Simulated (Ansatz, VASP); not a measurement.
**Two plane-wave programs on Au**

```
Au
1.0
     0.00000    2.02377    2.02377
     2.02377    0.00000    2.02377
     2.02377    2.02377    0.00000
Au
1
Cartesian
  0.0000 0.0000 0.0000
```

Alike in both runs: functional LDA; k mesh 24 × 24 × 24; occupations fermi-dirac, width 0.1 eV; no spin polarisation.

Ansatz relaxed the structure, and its values are those at the end. VASP's run is a single point on that final structure, the one shown.

```csv
,VASP,Ansatz
version,VASP 6.6.1,Ansatz 0.2.0
potentials or method,"VASP PAW LDA potentials, release 64 (Au)","PAW with Ansatz's default frozen-core files, scalar-relativistic"
plane-wave cutoff (eV),520,420
valence electrons in the cell,11,19
```

```csv
,VASP,Ansatz,Ansatz less VASP
pressure (GPa),0.5,0.0,-0.49
```

LDA's correlation is that of Perdew and Zunger in VASP and of Perdew and Wang (1992) in Ansatz. VASP's potentials hold 11 valence electrons a cell and Ansatz's 19, so a difference there can come from the potentials and not from the codes.

Spin-orbit coupling is off throughout.
